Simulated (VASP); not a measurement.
# Mn3Sb (Pm-3m) in VASP: single point with PBEsol

Aim: the single point of Mn3Sb with PBEsol.

Everything below comes from runs of VASP 6.6.1. Logs are shortened: lines on timing, memory, paths and dates and some standing lists are left out, and cuts for length are marked.

### 1 The cell of the first run

The structure is cubic, space group Pm-3m (No. 221). Conventional cell: a = 4.002 Å, b = 4.002 Å, c = 4.002 Å, α = 90.00°, β = 90.00°, γ = 90.00°. Mn (site symmetry 4/mmm) has 8 Mn at 2.83 Å and 4 Sb at 2.83 Å within 3.7 Å. Within 3.7 Å of Sb (site symmetry m-3m) lie 12 Mn at 2.83 Å.

### 2 Single point, PBEsol, collinear spin, ferromagnetic start

File INCAR:

```
PREC = Accurate ; ENCUT = 520
EDIFF = 1E-6 ; ISMEAR = 0
SIGMA = 0.05 ; LREAL = F
LASPH = T ; NELM = 150
ALGO = Normal ; ISIF = 2
LWAVE = F ; LCHARG = T
ISPIN = 2 ; MAGMOM = 3.1 3.1 3.1 0
LORBIT = 11 ; LMAXMIX = 4
GGA = PS ; LELF = T
LVHAR = T ; NBANDS = 34
```

File KPOINTS:

```
regular mesh
0
Gamma
  8 8 8
```

File POSCAR:

```
Mn3Sb
1.0
    4.0016992780      0.0000000000      0.0000000000
    0.0000000000      4.0016992780      0.0000000000
    0.0000000000      0.0000000000      4.0016992780
Mn Sb
3 1
Direct
    0.0000000000      0.5000000000      0.5000000000
    0.5000000000      0.0000000000      0.5000000000
    0.5000000000      0.5000000000      0.0000000000
    0.0000000000      0.0000000000      0.0000000000
```

Potentials or basis: VASP PAW PBE potentials, release 64 (Mn_pv, Sb).

Started as:

```bash
$ cat potpaw_PBE.64/Mn_pv/POTCAR potpaw_PBE.64/Sb/POTCAR > POTCAR
$ mpirun -np 1 vasp_std > vasp.out
```

OUTCAR:

```text
PREC = Accurate
   ENCUT = 520
   EDIFF = 1E-6
   ISMEAR = 0
   LREAL = F
   LASPH = T
   NELM = 150
   ISIF = 2
   ISPIN = 2
   LORBIT = 11
   GGA = PS

 ion  position               nearest neighbor table
   1  0.000  0.500  0.500-   2 2.83   3 2.83   4 2.83   3 2.83   4 2.83   2 2.83   4 2.83   4 2.83
                             2 2.83   3 2.83   3 2.83   2 2.83
   2  0.500  0.000  0.500-   1 2.83   3 2.83   4 2.83   3 2.83   4 2.83   1 2.83   3 2.83   3 2.83
                             1 2.83   4 2.83   4 2.83   1 2.83
   3  0.500  0.500  0.000-   1 2.83   2 2.83   4 2.83   1 2.83   2 2.83   2 2.83   4 2.83   2 2.83
                             1 2.83   4 2.83   1 2.83   4 2.83
   4  0.000  0.000  0.000-   1 2.83   2 2.83   3 2.83   1 2.83   2 2.83   1 2.83   3 2.83   1 2.83
                             2 2.83   3 2.83   2 2.83   3 2.83

  LATTYP: Found a simple cubic cell.
 ALAT       =     4.0016992780

  Lattice vectors:

 A1 = (   4.0016992780,   0.0000000000,   0.0000000000)
 A2 = (   0.0000000000,   4.0016992780,   0.0000000000)
 A3 = (   0.0000000000,   0.0000000000,   4.0016992780)

Analysis of symmetry for initial positions (statically):
=====================================================================
 Subroutine PRICEL returns:
 Original cell was already a primitive cell.

 Routine SETGRP: Setting up the symmetry group for a
 simple cubic supercell.

 Subroutine GETGRP returns: Found 48 space group operations
 (whereof 48 operations were pure point group operations)
 out of a pool of 48 trial point group operations.

The static configuration has the point symmetry O_h .

Analysis of symmetry for dynamics (positions and initial velocities):
=====================================================================
 Subroutine PRICEL returns:
 Original cell was already a primitive cell.

 Routine SETGRP: Setting up the symmetry group for a
 simple cubic supercell.

 Subroutine GETGRP returns: Found 48 space group operations
 (whereof 48 operations were pure point group operations)
 out of a pool of 48 trial point group operations.

The dynamic configuration has the point symmetry O_h .

Analysis of structural, dynamic, and magnetic symmetry:
=====================================================================
 Subroutine PRICEL returns:
 Original cell was already a primitive cell.

[... 131 lines left out ...]
     AMIX_MAG =   1.60;   BMIX_MAG =  1.00
  volume/ion in A,a.u.               =      16.02       108.11
  Fermi-wavevector in a.u.,A,eV,Ry     =   1.444269  2.729272 28.380549  2.085912
  Thomas-Fermi vector in A             =   2.562583
   LORBIT       =     11    0 simple, 1 ext, 2 COOP (PROOUT), +10 PAW based schemes
   GGA     = PS    functional components
   LHFCALC =     F    Hartree Fock is set to
   AEXX    =    0.0000 exact exchange contribution
   IVDW    =     0    specifies the selected vdW correction
   LEPSILON=     F    determine dielectric tensor
   LRPA    =     F    only Hartree local field effects (RPA)
 spin polarized calculation
 Gauss-broadening in eV      SIGMA  =   0.05
  energy-cutoff  :      520.00
  volume of cell :       64.08
 maximum number of plane-waves:      1751
 NGX is ok and might be reduce to    30
   NGX = 15   NGY = 15   NGZ = 15

 number of electron      44.0000095 magnetization       8.4221808

 Free energy of the ion-electron system (eV)
  ---------------------------------------------------
  ext. energy  EPLUGINS =         0.00000000
  ---------------------------------------------------
  free energy    TOTEN  =       -32.44234665 eV

  energy without entropy =      -32.43618681  energy(sigma->0) =      -32.43926673

 E-fermi :   8.7929     XC(G=0): -12.0843

 val. band max:        8.7872463135   @ k =   0.5000   0.2500   0.2500
 cond. band min:       8.7969749949   @ k =   0.0000   0.0000   0.0000
 fundamental gap:      0.0097286814
 Fermi energy:         8.7928713691

 spin component 1

 k-point     1 :       0.0000    0.0000    0.0000
  band No.  band energies     occupation
      1     -40.2539      1.00000
      2     -40.2539      1.00000
      3     -40.2539      1.00000
      4     -40.2193      1.00000
      5     -40.2193      1.00000
      6     -40.2193      1.00000
[... 877 lines left out ...]
     33      16.1651      0.00000
     34      17.5040      0.00000

 [... further k-points ...]

 spin component 2

 k-point     1 :       0.0000    0.0000    0.0000
  band No.  band energies     occupation
      1     -37.2553      1.00000
      2     -37.2553      1.00000
      3     -37.2553      1.00000
      4     -37.2043      1.00000
      5     -37.2043      1.00000
      6     -37.2043      1.00000
[... 877 lines left out ...]
     33      17.2409      0.00000
     34      18.3265      0.00000

 [... further k-points ...]
[... 5 lines left out ...]
  --------------------------------------------------------------------------------------
  -------------------------------------------------------------------------------------
  Total       -6.0517864     -6.0517864     -6.0517864      0.0000000      0.0000000     -0.0000000
  in kB     -151.3076302   -151.3076302   -151.3076302      0.0000000      0.0000000     -0.0000000
  external PRESSURE =    -151.3076302 kB  Pullay stress =       0.0000000 kB

 VOLUME and BASIS-vectors are now :
 -----------------------------------------------------------------------------
  energy-cutoff  :      520.00
  volume of cell :       64.08
      direct lattice vectors                 reciprocal lattice vectors
     4.001699278  0.000000000  0.000000000     0.249893840  0.000000000  0.000000000
     0.000000000  4.001699278  0.000000000     0.000000000  0.249893840  0.000000000
     0.000000000  0.000000000  4.001699278     0.000000000  0.000000000  0.249893840

 POSITION                                       TOTAL-FORCE (eV/Angst)
 -----------------------------------------------------------------------------------
      0.00000      2.00085      2.00085         0.000000      0.000000      0.000000
      2.00085      0.00000      2.00085         0.000000      0.000000      0.000000
      2.00085      2.00085      0.00000         0.000000      0.000000      0.000000
      0.00000      0.00000      0.00000         0.000000      0.000000      0.000000
 -----------------------------------------------------------------------------------
    total drift:                                0.000000      0.000000     -0.000000

  FREE ENERGIE OF THE ION-ELECTRON SYSTEM (eV)
  ---------------------------------------------------
  free  energy   TOTEN  =       -32.4423466481 eV

  energy  without entropy=      -32.4361868094  energy(sigma->0) =      -32.43926673

 total charge

# of ion       s       p       d       tot
------------------------------------------
    1        0.286   6.221   5.065  11.572
    2        0.286   6.221   5.065  11.572
    3        0.286   6.221   5.065  11.572
    4        1.082   1.273   0.092   2.447
--------------------------------------------------
tot          1.940  19.937  15.287  37.163

 magnetization (x)

# of ion       s       p       d       tot
------------------------------------------
    1        0.000   0.004   2.810   2.813
    2        0.000   0.004   2.810   2.813
    3        0.000   0.004   2.810   2.813
    4        0.001  -0.157   0.002  -0.154
--------------------------------------------------
tot          0.001  -0.146   8.431   8.286
```

stdout:

```text
POSCAR found type information on POSCAR MnSb
 POSCAR found :  2 types and       4 ions
 scaLAPACK will be used
 -----------------------------------------------------------------------------
|                                                                             |
|                                                                             |
|     You enforced a specific xc type in the INCAR file but a different       |
|     I HOPE YOU KNOW WHAT YOU ARE DOING!                                     |
|                                                                             |
 -----------------------------------------------------------------------------

 LDA part: xc-table for (Slater+PW92), standard interpolation
 POSCAR, INCAR and KPOINTS ok, starting setup
 FFT: planning ... GRIDC
 FFT: planning ... GRID_SOFT
 FFT: planning ... GRID
 WAVECAR not read
 entering main loop
```

It took 2.7 min on 1 thread of AMD EPYC 7R43 (Zen 3), shared host; peak memory 0.22 GiB.

What came out:

| Property | Result |
| --- | --- |
| Free energy | -32.4423 eV |
| Pressure | -15.1 GPa |
| Net moment | 8.42 μB per cell |
| Site moments | Mn +2.81; Sb -0.15 μB |
| Valence electrons inside the program's atomic spheres | Mn 11.57; Sb 2.45 |

Levels at points of the mesh, in eV from the Fermi level:
Spin up:
```
           k point  band 23  band 24  band 25  band 26  band 27  band 28  band 29  band 30
(0.00, 0.00, 0.00)    -0.83    -0.83    -0.53     0.00     0.00     0.00     1.49     5.08
(0.50, 0.00, 0.00)    -1.29    -1.29    -0.79     0.01     1.88     1.88     2.10     4.21
(0.50, 0.50, 0.00)    -1.49    -1.36    -1.29    -0.84     0.27     0.27     3.45     3.90
(0.50, 0.50, 0.50)    -1.39    -1.39    -0.50    -0.45    -0.28    -0.28    -0.28     3.10
```
Spin down:
| k point | band 14 | band 15 | band 16 | band 17 | band 18 | band 19 | band 20 | band 21 | band 22 | band 23 |
| --- | --- | --- | --- | --- | --- | --- | --- | --- | --- | --- |
| (0.00, 0.00, 0.00) | -1.88 | -1.84 | -1.84 | -1.04 | -1.04 | -1.04 | 1.12 | 1.12 | 1.12 | 2.24 |
| (0.50, 0.00, 0.00) | -1.71 | -0.71 | -0.65 | 0.01 | 0.01 | 0.43 | 0.61 | 1.11 | 1.11 | 1.33 |
| (0.50, 0.50, 0.00) | -2.37 | -0.60 | -0.36 | -0.36 | 0.19 | 0.19 | 1.03 | 1.04 | 1.25 | 1.25 |
| (0.50, 0.50, 0.50) | -2.25 | -2.25 | -2.25 | -0.13 | 0.35 | 0.35 | 0.35 | 1.34 | 1.34 | 1.34 |

Caveat: the PAW data sets were made with another functional, which shifts forces and pressure a little; spin-orbit coupling is left out, which moves the levels of the heavy elements; only a ferromagnetic start was run, and an antiferromagnetic order may lie lower in energy.
